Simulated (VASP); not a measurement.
## AlN: single point with r2SCAN

The system is AlN.

```
Al N
1.0
    -3.10667    0.00000    0.00000
    -1.55333   -2.69045    0.00000
     0.00000    0.00000   10.95681
Al N
4 4
Direct
  0.33333 0.33333 0.59485
  0.33333 0.33333 0.14049
  0.66667 0.66667 0.82204
  0.66667 0.66667 0.36767
  0.33333 0.33333 0.76825
  0.33333 0.33333 0.31388
  0.66667 0.66667 0.08670
  0.66667 0.66667 0.54106
```

```yaml
Program: VASP 6.6.1
Task: single point
Functional: r2SCAN
Potentials_or_basis: VASP PAW PBE potentials, release 64 (Al, N)
Cutoff: 520 eV
k_mesh: 8 × 8 × 3
Occupations: gaussian, width 0.05 eV
Spin: no spin polarisation
```

The pressure is -5.0 GPa and the largest force is 2.174 eV/Å. The band gap on the k mesh is 1.47 eV, direct.

Forces in eV/Å, atoms in the order of the input:
```
Al   0.000  0.000 -1.084
Al   0.000  0.000 -2.174
Al   0.000  0.000  1.434
Al   0.000  0.000 -1.109
N    0.000  0.000  1.159
N    0.000  0.000  1.151
N    0.000  0.000 -0.437
N    0.000  0.000  1.058
```

Stress tensor (GPa, compression positive):
```
 -1.31   0.00   0.00
  0.00  -1.31   0.00
  0.00   0.00 -12.37
```

Levels at points of the mesh, in eV from the valence-band top:
```csv
k point,band 12,band 13,band 14,band 15,band 16,band 17,band 18,band 19,band 20,band 21
"(0.00, 0.00, 0.00)",-1.62,-1.62,-1.24,0.00,0.00,1.47,4.72,5.12,6.13,7.82
"(0.50, 0.00, 0.00)",-3.51,-2.65,-2.48,-0.98,-0.80,2.73,3.53,4.78,5.16,5.85
```

Run time: 3.9 min on 1 thread of Intel(R) Xeon(R) Platinum 8259CL CPU @ 2.50GHz (Skylake/Cascade Lake), on a shared host, peak memory 0.23 GiB.

Caveat: the PAW data sets were made with another functional, which shifts forces and pressure a little. r2SCAN opens gaps a little over a GGA but as a rule still falls short of measured ones.
